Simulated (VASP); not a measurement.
# GaN (I-4m2) in VASP: further runs

Runs on GaN. Level: r2SCAN. Tasks: single point.

Everything below comes from runs of VASP 6.6.1. Logs are shortened: lines on timing, memory, paths and dates and some standing lists are left out, and cuts for length are marked.

### 1 The cell of the first run

Symmetry: I-4m2, No. 119, tetragonal system. Conventional cell: a = 3.121 Å, b = 3.121 Å, c = 4.498 Å, α = 90.00°, β = 90.00°, γ = 90.00°. Within 2.6 Å of Ga (site symmetry -4m2) lie 4 N at 1.92 Å. N (site symmetry -4m2) has 4 Ga at 1.92 Å within 2.6 Å.

### 2 Single point, r2SCAN (biaxial xy strain -1.9%)

Contents of POSCAR:

```
GaN
1.0
    0.0000000000      2.2066723146      2.2489526240
    2.2066723146      0.0000000000      2.2489526240
    2.2066723146      2.2066723146      0.0000000000
Ga N
1 1
Direct
    0.0000000000      0.0000000000      0.0000000000
    0.7500000000      0.7500000000      0.7500000000
```

Contents of INCAR.step1:

```
PREC     = Accurate       # precision mode
ENCUT    = 520            # plane-wave cutoff, eV
ISMEAR   = 0              # smearing method
SIGMA    = 0.01           # smearing width, eV
LREAL    = F              # projectors in reciprocal space
LASPH    = T              # aspherical terms in the spheres
NELM     = 80             # most SCF steps
NBANDS   = 16             # bands
GGA      = PE             # functional
ALGO     = Normal         # electronic algorithm
EDIFF    = 1E-4           # SCF threshold, eV
LWAVE    = T              # write WAVECAR
LCHARG   = F              # write CHGCAR
```

Contents of INCAR.step2:

```
PREC     = Accurate       # precision mode
ENCUT    = 520            # plane-wave cutoff, eV
EDIFF    = 1E-6           # SCF threshold, eV
ISMEAR   = 0              # smearing method
SIGMA    = 0.01           # smearing width, eV
LREAL    = F              # projectors in reciprocal space
LASPH    = T              # aspherical terms in the spheres
NELM     = 80             # most SCF steps
ALGO     = Normal         # electronic algorithm
ISIF     = 2              # what is computed and relaxed
LWAVE    = F              # write WAVECAR
LCHARG   = T              # write CHGCAR
METAGGA  = R2SCAN         # meta-GGA
LMIXTAU  = T            
LELF     = T              # ELF
LVHAR    = T            
NBANDS   = 16             # bands
ISTART   = 1
```

Contents of KPOINTS:

```
Automatic mesh
0
Gamma
  10 10 10
```

Potentials or basis: VASP PAW PBE potentials, release 64 (Ga_d, N).

Launch:

```
$ cat potpaw_PBE.64/Ga_d/POTCAR potpaw_PBE.64/N/POTCAR > POTCAR
$ cp INCAR.step1 INCAR
$ mpirun -np 1 vasp_std > vasp.out
$ cp INCAR.step2 INCAR
$ mpirun -np 1 vasp_std > vasp.out
```

OUTCAR:

```text
PREC = Accurate
   ENCUT = 520
   EDIFF = 1E-6
   ISMEAR = 0
   LREAL = F
   LASPH = T
   NELM = 80
   ISIF = 2
   METAGGA = R2SCAN
   ISTART = 1

 ion  position               nearest neighbor table
   1  0.000  0.000  0.000-   2 1.92   2 1.92   2 1.92   2 1.92
   2  0.750  0.750  0.750-   1 1.92   1 1.92   1 1.92   1 1.92

  LATTYP: Found a body centered tetragonal cell.
 ALAT       =     3.1207059150
 C/A-ratio  =     1.4413101941

  Lattice vectors:

 A1 = (  -2.2066723146,   0.0000000000,   2.2489526240)
 A2 = (   2.2066723146,   0.0000000000,   2.2489526240)
 A3 = (   0.0000000000,   2.2066723146,  -2.2489526240)

Analysis of symmetry for initial positions (statically):
=====================================================================
 Subroutine PRICEL returns:
 Original cell was already a primitive cell.

 Routine SETGRP: Setting up the symmetry group for a
 body centered tetragonal supercell.

 Subroutine GETGRP returns: Found  8 space group operations
 (whereof  8 operations were pure point group operations)
 out of a pool of 16 trial point group operations.

The static configuration has the point symmetry D_2d.

Analysis of symmetry for dynamics (positions and initial velocities):
=====================================================================
 Subroutine PRICEL returns:
 Original cell was already a primitive cell.

 Routine SETGRP: Setting up the symmetry group for a
 body centered tetragonal supercell.

 Subroutine GETGRP returns: Found  8 space group operations
 (whereof  8 operations were pure point group operations)
 out of a pool of 16 trial point group operations.

The dynamic configuration has the point symmetry D_2d.

 Subroutine INISYM returns: Found  8 space group operations
 (whereof  8 operations are pure point group operations),
 and found     1 'primitive' translations

----------------------------------------------------------------------------------------

                                     Primitive cell

  volume of cell :      21.9021

  direct lattice vectors                    reciprocal lattice vectors
     0.000000000  2.206672315  2.248952624    -0.226585523  0.226585523  0.222325715
     2.206672315  0.000000000  2.248952624     0.226585523 -0.226585523  0.222325715
     2.206672315  2.206672315  0.000000000     0.226585523  0.226585523 -0.222325715

  length of vectors
     3.150744453  3.150744453  3.120705915     0.390013746  0.390013746  0.390013746

  position of ions in fractional coordinates (direct lattice)
     0.000000000  0.000000000  0.000000000
     0.750000000  0.750000000  0.750000000

  ion indices of the primitive-cell ions
   primitive index   ion index
                 1           1
                 2           2

----------------------------------------------------------------------------------------

 KPOINTS: Automatic mesh

Automatic generation of k-mesh.
 Grid dimensions read from file:
 generate k-points for:   10   10   10

 Generating k-lattice:

  Cartesian coordinates                     Fractional coordinates (reciprocal lattice)
    -0.022658552  0.022658552  0.022232571     0.100000000  0.000000000  0.000000000
     0.022658552 -0.022658552  0.022232571     0.000000000  0.100000000  0.000000000
     0.022658552  0.022658552 -0.022232571    -0.000000000 -0.000000000  0.100000000

  Length of vectors
     0.039001375  0.039001375  0.039001375

  Shift w.r.t. Gamma in fractional coordinates (k-lattice)
     0.000000000  0.000000000  0.000000000

 Subroutine IBZKPT returns following result:
 ===========================================

 Found    102 irreducible k-points:

 Following reciprocal coordinates:
            Coordinates               Weight
  0.000000  0.000000  0.000000      1.000000
  0.100000  0.000000  0.000000      8.000000
  0.200000  0.000000  0.000000      8.000000
  0.300000 -0.000000  0.000000      8.000000
  0.400000 -0.000000  0.000000      8.000000
  0.500000 -0.000000  0.000000      4.000000
[... 16 lines left out ...]
  0.300000  0.300000  0.000000      2.000000
  0.400000  0.300000  0.000000      8.000000
 [... further k-points ...]
   k-points           NKPTS =    102   k-points in BZ     NKDIM =    102   number of bands    NBANDS=     16
   number of dos      NEDOS =    301   number of ions     NIONS =      2
   total plane-waves  NPLWV =  13824
   dimension x,y,z NGX =    24 NGY =   24 NGZ =   24
   dimension x,y,z NGXF=    48 NGYF=   48 NGZF=   48
   ions per type =               1   1
   NGX,Y,Z   is equivalent  to a cutoff of  12.66, 12.66, 12.79 a.u.
   NGXF,Y,Z  is equivalent  to a cutoff of  25.33, 25.33, 25.57 a.u.
 SYSTEM =  unknown system
   PREC   = accura    normal or accurate (medium, high low for compatibility)
   ISTART =      1    job   : 0-new  1-cont  2-samecut
   ICHARG =      0    charge: 1-file 2-atom 10-const
   ISPIN  =      1    spin polarized calculation?
   LNONCOLLINEAR =      F non collinear calculations
   LSORBIT =      F    spin-orbit coupling
   LASPH  =      T    aspherical Exc in radial PAW
   ENCUT  =  520.0 eV  38.22 Ry    6.18 a.u.   5.86  5.86  5.80*2*pi/ulx,y,z
   NELM   =     80;   NELMIN=  2; NELMDL=  0     # of ELM steps
   EDIFF  = 0.1E-05   stopping-criterion for ELM
   LREAL  =      F    real-space projection
   EDIFFG = 0.1E-04   stopping-criterion for IOM
   NSW    =      0    number of steps for IOM
   IBRION =     -1    ionic relax: 0-MD 1-quasi-New 2-CG
   NFREE  =      0    steps in history (QN), initial steepest desc. (CG)
   ISIF   =      2    stress and relaxation
   ISYM   =      2    0-nonsym 1-usesym 2-fastsym
   POTIM  = 0.5000    time-step for ionic-motion
   TEBEG  =    0.0;   TEEND  =   0.0 temperature during run
   PSTRESS=    0.0 pullay stress
   NELECT =      18.0000    total number of electrons
   NUPDOWN=      -1.0000    fix difference up-down
   EMIN   =  10.00;   EMAX   =-10.00  energy-range for DOS
   EFERMI =   0.00;   METHOD = LEGACY
   ISMEAR =     0;   SIGMA  =   0.01  broadening in eV -4-tet -1-fermi 0-gaus
   EFERMI_NEDOS =   21; number of points for ismear=-14 and -15
   IALGO  =     38    algorithm
   IMIX   =      4    mixing-type and parameters
     AMIX     =   0.40;   BMIX     =  1.00
     AMIX_MAG =   1.60;   BMIX_MAG =  1.00
  volume/ion in A,a.u.               =      10.95        73.90
  Fermi-wavevector in a.u.,A,eV,Ry     =   1.533453  2.897805 31.993782  2.351477
  Thomas-Fermi vector in A             =   2.640518
   LORBIT       =      0    0 simple, 1 ext, 2 COOP (PROOUT), +10 PAW based schemes
   METAGGA = R2SCAN    functional components
   LHFCALC =     F    Hartree Fock is set to
   AEXX    =    0.0000 exact exchange contribution
   IVDW    =     0    specifies the selected vdW correction
   LEPSILON=     F    determine dielectric tensor
   LRPA    =     F    only Hartree local field effects (RPA)
 non-spin polarized calculation
 Gauss-broadening in eV      SIGMA  =   0.01
  energy-cutoff  :      520.00
  volume of cell :       21.90
 maximum number of plane-waves:       604
   NGX = 11   NGY = 11   NGZ = 11

 number of electron      18.0000013 magnetization

 Free energy of the ion-electron system (eV)
  ---------------------------------------------------
  ext. energy  EPLUGINS =         0.00000000
  ---------------------------------------------------
  free energy    TOTEN  =       -21.86668531 eV

  energy without entropy =      -21.86668531  energy(sigma->0) =      -21.86668531

 E-fermi :   5.6806     XC(G=0): -12.8968

 val. band max:        5.5384304909   @ k =   0.0000   0.0000   0.0000
 cond. band min:       7.9187820219   @ k =   0.0000   0.0000   0.0000
 fundamental gap:      2.3803515310
 Fermi energy:         5.6806083772

 k-point     1 :       0.0000    0.0000    0.0000
  band No.  band energies     occupation
      1     -11.6131      2.00000
      2      -8.3811      2.00000
      3      -8.3591      2.00000
      4      -8.3591      2.00000
      5      -7.9664      2.00000
      6      -7.9643      2.00000
[... 8 lines left out ...]
     15      25.1488      0.00000
     16      25.8181      0.00000

 k-point     2 :       0.1000    0.0000    0.0000
  band No.  band energies     occupation
      1     -11.4929      2.00000
      2      -8.3605      2.00000
      3      -8.3430      2.00000
      4      -8.3256      2.00000
      5      -7.9673      2.00000
      6      -7.9663      2.00000
[... 8 lines left out ...]
     15      24.3543      0.00000
     16      24.4325      0.00000

 k-point     3 :       0.2000    0.0000    0.0000
  band No.  band energies     occupation
      1     -11.1810      2.00000
      2      -8.3203      2.00000
      3      -8.3050      2.00000
      4      -8.1718      2.00000
      5      -7.9668      2.00000
      6      -7.9641      2.00000
[... 8 lines left out ...]
     15      23.4070      0.00000
     16      23.4632      0.00000

 k-point     4 :       0.3000   -0.0000    0.0000
  band No.  band energies     occupation
      1     -10.8215      2.00000
      2      -8.2853      2.00000
      3      -8.2694      2.00000
      4      -7.9548      2.00000
      5      -7.9483      2.00000
      6      -7.7927      2.00000
[... 8 lines left out ...]
     15      23.9530      0.00000
     16      23.9686      0.00000
[... 324 lines left out ...]
 k-point    22 :      -0.2000    0.2000    0.0000
  band No.  band energies     occupation
      1     -10.7050      2.00000
      2      -8.2635      2.00000
      3      -8.2364      2.00000
      4      -7.9963      2.00000
      5      -7.9938      2.00000
      6      -7.5905      2.00000
[... 8 lines left out ...]
     15      24.4507      0.00000
     16      27.4583      0.00000

 k-point    23 :       0.3000    0.3000    0.0000
  band No.  band energies     occupation
      1     -10.6119      2.00000
      2      -8.1795      2.00000
      3      -8.1362      2.00000
      4      -8.1362      2.00000
      5      -7.9100      2.00000
      6      -7.6488      2.00000
[... 8 lines left out ...]
     15      29.0438      0.00000
     16      29.9218      0.00000

 k-point    24 :       0.4000    0.3000    0.0000
  band No.  band energies     occupation
      1     -10.4388      2.00000
      2      -8.1967      2.00000
      3      -8.0942      2.00000
      4      -8.0923      2.00000
      5      -7.9001      2.00000
      6      -7.2260      2.00000
[... 8 lines left out ...]
     15      29.4755      0.00000
     16      29.6976      0.00000

 [... further k-points ...]
[... 5 lines left out ...]
  --------------------------------------------------------------------------------------
  -------------------------------------------------------------------------------------
  Total        1.3847845      1.3847845      1.0366029      0.0000000      0.0000000     -0.0000000
  in kB      101.2993758    101.2993758     75.8292948      0.0000000      0.0000000     -0.0000000
  external PRESSURE =      92.8093488 kB  Pullay stress =       0.0000000 kB

 VOLUME and BASIS-vectors are now :
 -----------------------------------------------------------------------------
  energy-cutoff  :      520.00
  volume of cell :       21.90
      direct lattice vectors                 reciprocal lattice vectors
     0.000000000  2.206672315  2.248952624    -0.226585523  0.226585523  0.222325715
     2.206672315  0.000000000  2.248952624     0.226585523 -0.226585523  0.222325715
     2.206672315  2.206672315  0.000000000     0.226585523  0.226585523 -0.222325715

 POSITION                                       TOTAL-FORCE (eV/Angst)
 -----------------------------------------------------------------------------------
      0.00000      0.00000      0.00000         0.000000      0.000000      0.000000
      3.31001      3.31001      3.37343        -0.000000     -0.000000     -0.000000
 -----------------------------------------------------------------------------------
    total drift:                               -0.000006     -0.000006     -0.000009

  FREE ENERGIE OF THE ION-ELECTRON SYSTEM (eV)
  ---------------------------------------------------
  free  energy   TOTEN  =       -21.8666853129 eV

  energy  without entropy=      -21.8666853129  energy(sigma->0) =      -21.86668531
```

Wall time 53 s (1 thread of Intel Xeon 6975P-C (Granite Rapids), shared host); peak memory 0.17 GiB.

What came out:

```yaml
Free_energy: -21.8667 eV
Pressure: 9.3 GPa
Band_gap_on_the_k_mesh: 2.38 eV, direct
```

Caveat: the cell differs from its parent crystal (biaxial xy strain -1.9%); the PAW data sets were made with another functional, which shifts forces and pressure a little.

### 3 Single point, r2SCAN (uniaxial x strain -3.1%)

Contents of POSCAR:

```
GaN
1.0
    0.0000000000      2.2489526240      2.2489526240
    2.1790101974      0.0000000000      2.2489526240
    2.1790101974      2.2489526240      0.0000000000
Ga N
1 1
Direct
    0.0000000000      0.0000000000      0.0000000000
    0.7500000000      0.7500000000      0.7500000000
```

Contents of INCAR.step1:

```
SYSTEM = GaN
ALGO     = Normal         ! electronic algorithm
EDIFF    = 1E-4           ! SCF threshold, eV
ENCUT    = 520            ! plane-wave cutoff, eV
GGA      = PE             ! functional
ISMEAR   = 0              ! smearing method
LASPH    = .True.         ! aspherical terms in the spheres
LCHARG   = .False.        ! write CHGCAR
LREAL    = .False.        ! projectors in reciprocal space
LWAVE    = .True.         ! write WAVECAR
NBANDS   = 16             ! bands
NELM     = 60             ! most SCF steps
PREC     = Accurate       ! precision mode
SIGMA    = 0.01           ! smearing width, eV
```

Contents of INCAR.step2:

```
SYSTEM = GaN
ALGO     = Normal         ! electronic algorithm
EDIFF    = 1E-7           ! SCF threshold, eV
ENCUT    = 520            ! plane-wave cutoff, eV
ISIF     = 2              ! what is computed and relaxed
ISMEAR   = 0              ! smearing method
ISTART   = 1            
LASPH    = .True.         ! aspherical terms in the spheres
LCHARG   = .False.        ! write CHGCAR
LMIXTAU  = .True.       
LREAL    = .False.        ! projectors in reciprocal space
LWAVE    = .False.        ! write WAVECAR
METAGGA  = R2SCAN         ! meta-GGA
NBANDS   = 16             ! bands
NELM     = 60             ! most SCF steps
PREC     = Accurate       ! precision mode
SIGMA    = 0.01           ! smearing width, eV
```

Contents of KPOINTS:

```
k-points
0
Gamma
  10 10 10
  0 0 0
```

Potentials or basis: VASP PAW PBE potentials, release 64 (Ga_d, N).

Launch:

```
$ cat potpaw_PBE.64/Ga_d/POTCAR potpaw_PBE.64/N/POTCAR > POTCAR
$ cp INCAR.step1 INCAR
$ mpirun -np 1 vasp_std > vasp.out
$ cp INCAR.step2 INCAR
$ mpirun -np 1 vasp_std > vasp.out
```

Run time: 79 s. Hardware: 1 thread of Intel Xeon 6975P-C (Granite Rapids), shared host; peak memory 0.17 GiB.

It converged, with:

```
Free energy            : -21.8709 eV
Pressure               : 7.7 GPa
Band gap on the k mesh : 2.27 eV, direct
```

Stress tensor (GPa, compression positive):
```
10.21  0.00  0.00
 0.00  6.51  0.00
 0.00  0.00  6.51
```

Levels at points of the mesh, in eV from the valence-band top:
```csv
k point,band 5,band 6,band 7,band 8,band 9,band 10,band 11,band 12,band 13,band 14
"(0.00, 0.00, 0.00)",-13.57,-13.57,-0.14,-0.14,0.00,2.27,11.10,11.20,11.20,19.00
"(0.50, 0.00, 0.00)",-13.51,-12.43,-7.50,-1.26,-1.02,5.31,9.56,10.86,11.40,16.73
"(0.50, 0.50, 0.00)",-13.49,-12.12,-6.59,-2.94,-2.91,3.77,7.56,12.61,14.93,15.73
"(0.00, 0.50, 0.50)",-13.47,-11.94,-6.23,-3.18,-3.18,3.55,7.01,13.12,15.15,15.15
```

Caveat: the cell differs from its parent crystal (uniaxial x strain -3.1%); the PAW data sets were made with another functional, which shifts forces and pressure a little.
